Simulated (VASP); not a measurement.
# KPt16 in VASP: single point with PBE+D3(BJ)

Aim: the single point of KPt16 with PBE+D3(BJ).

All numbers are computed with VASP 6.6.1; they aren't measurements. Logs are shortened: lines on timing, memory, paths and dates and some standing lists are left out, and cuts for length are marked.

### Step 1. The cell of the first run

The cell holds a slab with vacuum, 17 atoms: a = 5.556 Å, b = 5.556 Å, c = 25.805 Å, α = 90.00°, β = 90.00°, γ = 120.00°.

### Step 2. Single point, PBE+D3(BJ)

INCAR reads:

```
SYSTEM = KPt16
PREC = Accurate
ENCUT = 520
EDIFF = 1E-7
ISMEAR = 0
SIGMA = 0.1
LREAL = Auto
LASPH = .True.
NELM = 60
ALGO = Normal
ISIF = 2
LWAVE = .False.
LCHARG = .False.
LDIPOL = .True.
IDIPOL = 3
DIPOL = 0.5 0.5 0.475
GGA = PE
IVDW = 12
NBANDS = 98
```

KPOINTS reads:

```
Automatic mesh
0
Gamma
  6 6 1
  0 0 0
```

POSCAR reads:

```
KPt16
1.0
    5.5558884584      0.0000000000      0.0000000000
   -2.7779442292      4.8115405456      0.0000000000
    0.0000000000      0.0000000000     25.8045458955
Pt K
16 1
Direct
    0.3333333333      0.1666666667      0.3293993250
    0.3333333333      0.6666666667      0.3293993250
    0.8333333333      0.1666666667      0.3293993250
    0.8333333333      0.6666666667      0.3293993250
    0.6666666667      0.3333333333      0.4172978672
    0.6666666667      0.8333333333      0.4172978672
    0.1666666667      0.3333333333      0.4172978672
    0.1666666667      0.8333333333      0.4172978672
   -0.0004848215      0.5004848215      0.5051069488
   -0.0004848215     -0.0009696430      0.5051069488
    0.5009696430      0.5004848215      0.5051069488
    0.5000000000      0.0000000000      0.5040073817
    0.3348612392      0.6697224784      0.5936533476
    0.3348612392      0.1651387608      0.5936533476
    0.8333333333      0.6666666667      0.5965970286
    0.8302775216      0.1651387608      0.5936533476
    0.1666666667      0.3333333333      0.6969757436
```

Potentials or basis: VASP PAW PBE potentials, release 64 (Pt, K_sv).

Command:

```bash
$ cat potpaw_PBE.64/Pt/POTCAR potpaw_PBE.64/K_sv/POTCAR > POTCAR
$ mpirun -np 1 vasp_std > vasp.out
```

OUTCAR:

```text
SYSTEM = KPt16
   PREC = Accurate
   ENCUT = 520
   EDIFF = 1E-7
   ISMEAR = 0
   LREAL = Auto
   LASPH = .True.
   NELM = 60
   ISIF = 2
   GGA = PE
   IVDW = 12
 IVDW          = 12

 ion  position               nearest neighbor table
   1  0.333  0.167  0.329-   3 2.78   3 2.78   4 2.78   2 2.78   2 2.78   4 2.78   7 2.78   5 2.78
                             8 2.78
   2  0.333  0.667  0.329-   4 2.78   4 2.78   1 2.78   1 2.78   3 2.78   3 2.78   8 2.78   6 2.78
                             7 2.78
   3  0.833  0.167  0.329-   1 2.78   1 2.78   4 2.78   4 2.78   2 2.78   2 2.78   5 2.78   7 2.78
                             6 2.78
   4  0.833  0.667  0.329-   2 2.78   2 2.78   3 2.78   3 2.78   1 2.78   1 2.78   6 2.78   8 2.78
                             5 2.78
   5  0.667  0.333  0.417-  12 2.75   9 2.77  11 2.77   7 2.78   7 2.78   6 2.78   6 2.78   8 2.78
                             8 2.78   3 2.78   1 2.78   4 2.78
   6  0.667  0.833  0.417-  12 2.75  10 2.77  11 2.77   8 2.78   8 2.78   7 2.78   5 2.78   5 2.78
                             7 2.78   4 2.78   2 2.78   3 2.78
   7  0.167  0.333  0.417-   5 2.78   5 2.78   8 2.78   8 2.78   6 2.78   6 2.78   1 2.78   3 2.78
                             2 2.78  11 2.78  10 2.78   9 2.78
   8  0.167  0.833  0.417-  12 2.75   9 2.77  10 2.77   6 2.78   6 2.78   5 2.78   7 2.78   7 2.78
                             5 2.78   2 2.78   4 2.78   1 2.78
   9  1.000  0.500  0.505-  11 2.77  10 2.77   5 2.77   8 2.77  12 2.78  12 2.78   7 2.78  11 2.79
                            10 2.79  13 2.80  16 2.80  15 2.85
  10  1.000  0.999  0.505-   9 2.77  11 2.77   6 2.77   8 2.77  12 2.78  12 2.78   7 2.78  11 2.79
                             9 2.79  16 2.80  14 2.80  15 2.85
  11  0.501  0.500  0.505-   9 2.77  10 2.77   6 2.77   5 2.77  12 2.78  12 2.78   7 2.78   9 2.79
                            10 2.79  13 2.80  14 2.80  15 2.85
  12  0.500  0.000  0.504-   8 2.75   5 2.75   6 2.75  10 2.78  10 2.78  11 2.78   9 2.78   9 2.78
                            11 2.78  14 2.81  16 2.81  13 2.81
  13  0.335  0.670  0.594-  14 2.75  16 2.75  15 2.78  15 2.78  11 2.80   9 2.80  14 2.80  16 2.80
                            12 2.81  17 3.12
  14  0.335  0.165  0.594-  16 2.75  13 2.75  15 2.78  15 2.78  10 2.80  11 2.80  16 2.80  13 2.80
                            12 2.81  17 3.12
  15  0.833  0.667  0.597-  13 2.78  16 2.78  14 2.78  14 2.78  13 2.78  16 2.78  11 2.85  10 2.85
                             9 2.85
  16  0.830  0.165  0.594-  14 2.75  13 2.75  15 2.78  15 2.78  10 2.80   9 2.80  14 2.80  13 2.80
                            12 2.81  17 3.12
  17  0.167  0.333  0.697-  14 3.12  16 3.12  13 3.12

  LATTYP: Found a hexagonal cell.
 ALAT       =     5.5558884584
 C/A-ratio  =     4.6445399487

  Lattice vectors:

 A1 = (   5.5558884584,   0.0000000000,   0.0000000000)
 A2 = (  -2.7779442292,   4.8115405456,   0.0000000000)
 A3 = (   0.0000000000,   0.0000000000,  25.8045458955)

Analysis of symmetry for initial positions (statically):
=====================================================================
 Subroutine PRICEL returns:
 Original cell was already a primitive cell.

 Routine SETGRP: Setting up the symmetry group for a
 hexagonal supercell.

 Subroutine GETGRP returns: Found  6 space group operations
 (whereof  2 operations were pure point group operations)
 out of a pool of 24 trial point group operations.

The static configuration has the point symmetry C_1h.
 The point group associated with its full space group is C_3v.

Analysis of symmetry for dynamics (positions and initial velocities):
=====================================================================
 Subroutine PRICEL returns:
 Original cell was already a primitive cell.

 Routine SETGRP: Setting up the symmetry group for a
 hexagonal supercell.

 Subroutine GETGRP returns: Found  6 space group operations
 (whereof  2 operations were pure point group operations)
 out of a pool of 24 trial point group operations.

The dynamic configuration has the point symmetry C_1h.
 The point group associated with its full space group is C_3v.

 Subroutine INISYM returns: Found  6 space group operations
 (whereof  2 operations are pure point group operations),
 and found     1 'primitive' translations

----------------------------------------------------------------------------------------

                                     Primitive cell

  volume of cell :     689.8170

  direct lattice vectors                    reciprocal lattice vectors
[... 59 lines left out ...]
     0.000000000  0.000000000  0.038752862     0.000000000  0.000000000  1.000000000

  Length of vectors
     0.034638940  0.034638940  0.038752862

  Shift w.r.t. Gamma in fractional coordinates (k-lattice)
     0.000000000  0.000000000  0.000000000

 Subroutine IBZKPT returns following result:
 ===========================================

 Found      7 irreducible k-points:

 Following reciprocal coordinates:
            Coordinates               Weight
  0.000000  0.000000  0.000000      1.000000
  0.166667 -0.000000  0.000000      6.000000
  0.333333 -0.000000  0.000000      6.000000
  0.500000 -0.000000  0.000000      3.000000
  0.166667  0.166667  0.000000      6.000000
  0.333333  0.166667  0.000000     12.000000
  0.333333  0.333333  0.000000      2.000000
   k-points           NKPTS =      7   k-points in BZ     NKDIM =      7   number of bands    NBANDS=     98
   number of dos      NEDOS =    301   number of ions     NIONS =     17
   total plane-waves  NPLWV = 338688
   dimension x,y,z NGX =    42 NGY =   42 NGZ =  192
   dimension x,y,z NGXF=    84 NGYF=   84 NGZF=  384
   ions per type =              16   1
   NGX,Y,Z   is equivalent  to a cutoff of  12.57, 12.57, 12.37 a.u.
   NGXF,Y,Z  is equivalent  to a cutoff of  25.13, 25.13, 24.74 a.u.
 SYSTEM =  KPt16
   PREC   = accura    normal or accurate (medium, high low for compatibility)
   ISTART =      0    job   : 0-new  1-cont  2-samecut
   ICHARG =      2    charge: 1-file 2-atom 10-const
   ISPIN  =      1    spin polarized calculation?
   LNONCOLLINEAR =      F non collinear calculations
   LSORBIT =      F    spin-orbit coupling
   LASPH  =      T    aspherical Exc in radial PAW
   ENCUT  =  520.0 eV  38.22 Ry    6.18 a.u.  10.33 10.33 47.98*2*pi/ulx,y,z
   NELM   =     60;   NELMIN=  2; NELMDL= -5     # of ELM steps
   EDIFF  = 0.1E-06   stopping-criterion for ELM
   LREAL  =      T    real-space projection
   EDIFFG = 0.1E-05   stopping-criterion for IOM
   NSW    =      0    number of steps for IOM
   IBRION =     -1    ionic relax: 0-MD 1-quasi-New 2-CG
   NFREE  =      0    steps in history (QN), initial steepest desc. (CG)
   ISIF   =      2    stress and relaxation
   ISYM   =      2    0-nonsym 1-usesym 2-fastsym
   POTIM  = 0.5000    time-step for ionic-motion
   TEBEG  =    0.0;   TEEND  =   0.0 temperature during run
   PSTRESS=    0.0 pullay stress
   NELECT =     169.0000    total number of electrons
   NUPDOWN=      -1.0000    fix difference up-down
   EMIN   =  10.00;   EMAX   =-10.00  energy-range for DOS
   EFERMI =   0.00;   METHOD = LEGACY
   ISMEAR =     0;   SIGMA  =   0.10  broadening in eV -4-tet -1-fermi 0-gaus
   EFERMI_NEDOS =   21; number of points for ismear=-14 and -15
   IALGO  =     38    algorithm
   IMIX   =      4    mixing-type and parameters
     AMIX     =   0.40;   BMIX     =  1.00
     AMIX_MAG =   1.60;   BMIX_MAG =  1.00
  volume/ion in A,a.u.               =      40.58       273.83
  Fermi-wavevector in a.u.,A,eV,Ry     =   1.024375  1.935789 14.277202  1.049345
  Thomas-Fermi vector in A             =   2.158159
   LORBIT       =      0    0 simple, 1 ext, 2 COOP (PROOUT), +10 PAW based schemes
   GGA     = PE    functional components
   LHFCALC =     F    Hartree Fock is set to
   AEXX    =    0.0000 exact exchange contribution
   IVDW    =    12    specifies the selected vdW correction
   LEPSILON=     F    determine dielectric tensor
   LRPA    =     F    only Hartree local field effects (RPA)
 non-spin polarized calculation
 Gauss-broadening in eV      SIGMA  =   0.10
  energy-cutoff  :      520.00
  volume of cell :      689.82
 maximum number of plane-waves:     18605
 NGX is ok and might be reduce to    42
   NGX = 21   NGY = 21   NGZ = 95

 dipolmoment           0.000000      0.000000      0.032195 electrons x Angstroem

 number of electron     169.0000011 magnetization

 dipolmoment           0.000000      0.000000     -0.625723 electrons x Angstroem

 Free energy of the ion-electron system (eV)
  ---------------------------------------------------
  ext. energy  EPLUGINS =         0.00000000
  ---------------------------------------------------
  free energy    TOTEN  =       -95.53223131 eV

  energy without entropy =      -95.39467440  energy(sigma->0) =      -95.46345285

 E-fermi :   1.6881     XC(G=0):  -5.9705

 val. band max:        1.6789642982   @ k =   0.3333  -0.0000   0.0000
 cond. band min:       1.6925985275   @ k =   0.5000  -0.0000   0.0000
 fundamental gap:      0.0136342293
 Fermi energy:         1.6880867997

 k-point     1 :       0.0000    0.0000    0.0000
  band No.  band energies     occupation
      1     -29.6709      2.00000
      2     -13.2217      2.00000
      3     -13.1760      2.00000
      4     -13.1760      2.00000
      5      -7.8751      2.00000
      6      -6.5426      2.00000
[... 682 lines left out ...]
     95       3.7273      0.00000
     96       3.7610      0.00000
 [bands above 96 left out]

------------------------ aborting loop because EDIFF is reached ----------------------------------------

 vacuum level on the upper side and lower side of the slab       (xc-potential included)        -2.490         1.800

 Edisp (eV)   -9.61854

 E8    (eV) :    -4.5731

  FORCE on cell =-STRESS in cart. coord.  units (eV):
  Direction    XX          YY          ZZ          XY          YZ          ZX
  --------------------------------------------------------------------------------------
  -------------------------------------------------------------------------------------
  Total     -16.52367   -16.52367     1.19182     0.00000    -0.00000     0.00000
  in kB     -38.37809   -38.37809     2.76814     0.00000    -0.00000     0.00000
  external pressure =      -24.66 kB  Pullay stress =        0.00 kB

 VOLUME and BASIS-vectors are now :
 -----------------------------------------------------------------------------
  energy-cutoff  :      520.00
  volume of cell :      689.82
      direct lattice vectors                 reciprocal lattice vectors
     5.555888458  0.000000000  0.000000000     0.179989215  0.103916821  0.000000000
    -2.777944229  4.811540546  0.000000000     0.000000000  0.207833643  0.000000000
     0.000000000  0.000000000 25.804545895     0.000000000  0.000000000  0.038752862

 POSITION                                       TOTAL-FORCE (eV/Angst)
 -----------------------------------------------------------------------------------
      1.38897      0.80192      8.50000        -0.001614      0.000932     -0.186735
     -0.00000      3.20769      8.50000         0.000000     -0.001864     -0.186735
      4.16692      0.80192      8.50000         0.001614      0.000932     -0.186735
      2.77794      3.20769      8.50000        -0.000000      0.000000     -0.148366
      2.77794      1.60385     10.76818        -0.000000      0.040433      0.174431
      1.38897      4.00962     10.76818         0.035016     -0.020217      0.174431
[... 9 lines left out ...]
      4.15418      0.79457     15.31896         0.004037      0.002331     -0.019058
      0.00000      1.60385     17.98514        -0.000000      0.000000      0.010658
 -----------------------------------------------------------------------------------
    total drift:                                0.000000     -0.000000      0.015967

  FREE ENERGIE OF THE ION-ELECTRON SYSTEM (eV)
  ---------------------------------------------------
  free  energy   TOTEN  =      -105.1507688388 eV

  energy  without entropy=     -105.0132119334  energy(sigma->0) =     -105.08199039

 vacuum level on the upper side and lower side of the slab         2.664         7.043
```

Run time: 35 min. Hardware: 1 thread of Intel Xeon Platinum 8259CL at 2.50GHz (Skylake/Cascade Lake), shared host; peak memory 0.85 GiB.

What came out:

| Quantity | Value |
| --- | --- |
| Free energy | -105.1508 eV |
| Largest force | 0.220 eV/Å |
| Band gap on the k mesh | zero (an odd number of electrons rules out a gap without spin polarisation) |
| Dispersion energy per atom | -0.566 eV |

Forces on the atoms (eV/Å):
```
Pt  -0.002  0.001 -0.187
Pt   0.000 -0.002 -0.187
Pt   0.002  0.001 -0.187
Pt   0.000  0.000 -0.148
Pt   0.000  0.040  0.174
Pt   0.035 -0.020  0.174
Pt   0.000  0.000  0.220
Pt  -0.035 -0.020  0.174
Pt  -0.006  0.004  0.019
Pt   0.000 -0.007  0.019
Pt   0.006  0.004  0.019
Pt   0.000  0.000 -0.015
Pt   0.000 -0.005 -0.019
Pt  -0.004  0.002 -0.019
Pt   0.000  0.000 -0.031
Pt   0.004  0.002 -0.019
K    0.000  0.000  0.011
```

Levels at points of the mesh, in eV from the Fermi level:
```tsv
k point	band 82	band 83	band 84	band 85	band 86	band 87
(0.00, 0.00, 0.00)	0.29	0.29	0.53	0.53	0.53	0.53
(0.50, 0.00, 0.00)	-0.41	0.00	0.01	0.03	0.05	0.08
```

Caveat: spin-orbit coupling is left out, which moves the levels of the heavy elements.
